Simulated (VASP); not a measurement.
# BN (Cm) in VASP: further runs, part 2 of 2

VASP 6.6.1. The steps go on from the part before.

## Step 5: Single point, PBE+D3(BJ) (atom 1 (B) moved by +0.480 Å along [1 2 0] and -0.384 Å along [0 0 1])

INCAR reads:

```
SYSTEM = BN
  ALGO = Normal
  EDIFF = 1E-6
  ENCUT = 520
  GGA = PE
  ISIF = 2
  ISMEAR = 0
  IVDW = 12
  LASPH = .TRUE.
  LCHARG = .TRUE.
  LELF = .TRUE.
  LREAL = .FALSE.
  LVHAR = .TRUE.
  LWAVE = .FALSE.
  NBANDS = 16
  NELM = 100
  PREC = Accurate
  SIGMA = 0.05
```

KPOINTS reads:

```
k-points
0
G
  12 12 4
  0 0 0
```

POSCAR reads:

```
BN
1.0
    2.5061233057      0.0000000000      0.0000000000
   -1.2530616528      2.1703664477      0.0000000000
    0.0000000000      0.0000000000      6.5973571420
B N
2 2
Direct
    0.1105804046      0.2211608093      0.4417948746
    0.3333333333      0.6666666667      0.0000000000
    0.0000000000      0.0000000000      0.0000000000
    0.6666666667      0.3333333333      0.5000000000
```

Potentials or basis: VASP PAW PBE potentials, release 64 (B, N).

Command:

```sh
$ cat potpaw_PBE.64/B/POTCAR potpaw_PBE.64/N/POTCAR > POTCAR
$ mpirun -np 1 vasp_std > vasp.out
```

OUTCAR:

```text
SYSTEM = BN
   EDIFF = 1E-6
   ENCUT = 520
   GGA = PE
   ISIF = 2
   ISMEAR = 0
   IVDW = 12
   LASPH = .TRUE.
   LREAL = .FALSE.
   NELM = 100
   PREC = Accurate
 IVDW          = 12

 ion  position               nearest neighbor table
   1  0.111  0.221  0.442-   4 1.33   4 1.33   4 1.96
   2  0.333  0.667  0.000-   3 1.45   3 1.45   3 1.45
   3  0.000  0.000  0.000-   2 1.45   2 1.45   2 1.45
   4  0.667  0.333  0.500-   1 1.33   1 1.33   1 1.96

  LATTYP: Found a hexagonal cell.
 ALAT       =     2.5061233057
 C/A-ratio  =     2.6324950281

  Lattice vectors:

 A1 = (   2.5061233057,   0.0000000000,   0.0000000000)
 A2 = (  -1.2530616528,   2.1703664477,   0.0000000000)
 A3 = (   0.0000000000,   0.0000000000,   6.5973571420)

Analysis of symmetry for initial positions (statically):
=====================================================================
 Subroutine PRICEL returns:
 Original cell was already a primitive cell.

 Routine SETGRP: Setting up the symmetry group for a
 hexagonal supercell.

 Subroutine GETGRP returns: Found  2 space group operations
 (whereof  2 operations were pure point group operations)
 out of a pool of 24 trial point group operations.

The static configuration has the point symmetry C_1h.

Analysis of symmetry for dynamics (positions and initial velocities):
=====================================================================
 Subroutine PRICEL returns:
 Original cell was already a primitive cell.

 Routine SETGRP: Setting up the symmetry group for a
 hexagonal supercell.

 Subroutine GETGRP returns: Found  2 space group operations
 (whereof  2 operations were pure point group operations)
 out of a pool of 24 trial point group operations.

The dynamic configuration has the point symmetry C_1h.

 Subroutine INISYM returns: Found  2 space group operations
 (whereof  2 operations are pure point group operations),
 and found     1 'primitive' translations

[... 119 lines left out ...]
  volume/ion in A,a.u.               =       8.97        60.54
  Fermi-wavevector in a.u.,A,eV,Ry     =   1.250680  2.363443 21.282251  1.564201
  Thomas-Fermi vector in A             =   2.384663
   LORBIT       =      0    0 simple, 1 ext, 2 COOP (PROOUT), +10 PAW based schemes
   GGA     = PE    functional components
   LHFCALC =     F    Hartree Fock is set to
   AEXX    =    0.0000 exact exchange contribution
   IVDW    =    12    specifies the selected vdW correction
   LEPSILON=     F    determine dielectric tensor
   LRPA    =     F    only Hartree local field effects (RPA)
 non-spin polarized calculation
 Gauss-broadening in eV      SIGMA  =   0.05
  energy-cutoff  :      520.00
  volume of cell :       35.88
 maximum number of plane-waves:       985
   NGX =  9   NGY =  9   NGZ = 25

 number of electron      15.9999998 magnetization

 Free energy of the ion-electron system (eV)
  ---------------------------------------------------
  ext. energy  EPLUGINS =         0.00000000
  ---------------------------------------------------
  free energy    TOTEN  =       -32.46918483 eV

  energy without entropy =      -32.46918483  energy(sigma->0) =      -32.46918483

 E-fermi :   5.1983     XC(G=0): -10.1769

 val. band max:        4.9859960579   @ k =   0.0000   0.0000   0.5000
 cond. band min:       5.4117565756   @ k =   0.5000   0.0000   0.5000
 fundamental gap:      0.4257605177
 Fermi energy:         5.1983226394

 k-point     1 :       0.0000    0.0000    0.0000
  band No.  band energies     occupation
      1     -15.7991      2.00000
      2     -14.7242      2.00000
      3      -4.1946      2.00000
      4      -1.7280      2.00000
      5      -1.5754      2.00000
      6       0.5413      2.00000
[... 433 lines left out ...]
      3      -5.7290      2.00000
      4      -5.3249      2.00000
      5      -2.3112      2.00000
      6      -0.5713      2.00000
[... 8 lines left out ...]
     15      18.3280      0.00000
     16      20.3710      0.00000

 [... further k-points ...]

------------------------ aborting loop because EDIFF is reached ----------------------------------------

 Edisp (eV)   -0.57768

 E8    (eV) :    -0.1696

  FORCE on cell =-STRESS in cart. coord.  units (eV):
  Direction    XX          YY          ZZ          XY          YZ          ZX
  --------------------------------------------------------------------------------------
  -------------------------------------------------------------------------------------
  Total       5.46166     4.78275    -1.20372     0.00000     1.20381     0.00000
  in kB     243.85385   213.54187   -53.74400     0.00000    53.74826     0.00000
  external pressure =      134.55 kB  Pullay stress =        0.00 kB

 VOLUME and BASIS-vectors are now :
 -----------------------------------------------------------------------------
  energy-cutoff  :      520.00
  volume of cell :       35.88
      direct lattice vectors                 reciprocal lattice vectors
     2.506123306  0.000000000  0.000000000     0.399022665  0.230375843  0.000000000
    -1.253061653  2.170366448  0.000000000     0.000000000  0.460751686  0.000000000
     0.000000000  0.000000000  6.597357142     0.000000000  0.000000000  0.151575847

 POSITION                                       TOTAL-FORCE (eV/Angst)
 -----------------------------------------------------------------------------------
     -0.00000      0.48000      2.91468        -0.000000     -3.394408      2.466854
     -0.00000      1.44691      0.00000         0.000000      0.001673     -0.309255
      0.00000      0.00000      0.00000         0.000000      0.035037      0.244103
      1.25306      0.72346      3.29868         0.000000      3.357698     -2.401702
 -----------------------------------------------------------------------------------
    total drift:                                0.000001      0.000139      0.000331

  FREE ENERGIE OF THE ION-ELECTRON SYSTEM (eV)
  ---------------------------------------------------
  free  energy   TOTEN  =       -33.0468627103 eV

  energy  without entropy=      -33.0468627103  energy(sigma->0) =      -33.04686271
```

stdout:

```text
POSCAR found type information on POSCAR B N
 POSCAR found :  2 types and       4 ions
 scaLAPACK will be used
 LDA part: xc-table for (Slater+PW92), standard interpolation
 POSCAR, INCAR and KPOINTS ok, starting setup
 FFT: planning ... GRIDC
 FFT: planning ... GRID_SOFT
 FFT: planning ... GRID
 WAVECAR not read
 entering main loop
```

It took 62 s on 1 thread of Intel Xeon 6975P-C, shared host; peak memory 0.22 GiB.

What came out:

- Free energy: -33.0469 eV
- Pressure: 13.5 GPa
- Largest force: 4.196 eV/Å
- Band gap on the k mesh: 0.43 eV, indirect (least direct gap 1.26 eV)
- Dispersion energy per atom: -0.144 eV

Forces on the atoms (eV/Å):
```
B    0.000 -3.394  2.467
B    0.000  0.002 -0.309
N    0.000  0.035  0.244
N    0.000  3.358 -2.402
```

Caveat: the cell differs from its parent crystal (atom 1 (B) moved by +0.480 Å along [1 2 0] and -0.384 Å along [0 0 1]); forces of over 1 eV/Å act on the atoms, so gaps and moduli don't describe the material at rest. A k mesh can miss the band edges.
